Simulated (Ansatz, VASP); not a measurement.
## Na2P3 in VASP and in Ansatz

```
CELL_PARAMETERS angstrom
1.80510 1.04217 8.36754
-1.80510 1.04217 8.36754
0.00000 -2.08435 8.36754
ATOMIC_POSITIONS crystal
Na 0.40000 0.40000 0.40000
Na 0.60000 0.60000 0.60000
P 0.00000 0.00000 0.00000
P 0.20950 0.20950 0.20950
P 0.79050 0.79050 0.79050
```

Alike in both runs: task relaxation of cell and atoms; functional PBE; k mesh 6 × 6 × 6; occupations gaussian, width 0.1 eV; no spin polarisation.

```csv
,VASP,Ansatz
version,VASP 6.6.1,Ansatz 0.2.0
potentials or method,"VASP PAW PBE potentials, release 64 (Na_pv, P), cutoff 600 eV","scalar-relativistic, plane waves, PAW"
valence electrons in the cell,29,33
```

VASP gave:

* gap on the k mesh at the Fermi level, each at its own relaxed structure (eV): none
* relaxed volume (Å³/atom): 20.57
* relaxed cell length with the largest relative difference (Å): 10.425

Problem. Estimate Ansatz's values.

Solution. gap on the k mesh at the Fermi level, each at its own relaxed structure (eV): none; relaxed volume (Å³/atom): 20.60; relaxed cell length with the largest relative difference (Å): 10.465.

A gap of «none» marks a metal or a gap that the smearing closes. VASP's potentials hold 29 valence electrons a cell and Ansatz's 33, so a difference there can come from the potentials and not from the codes.
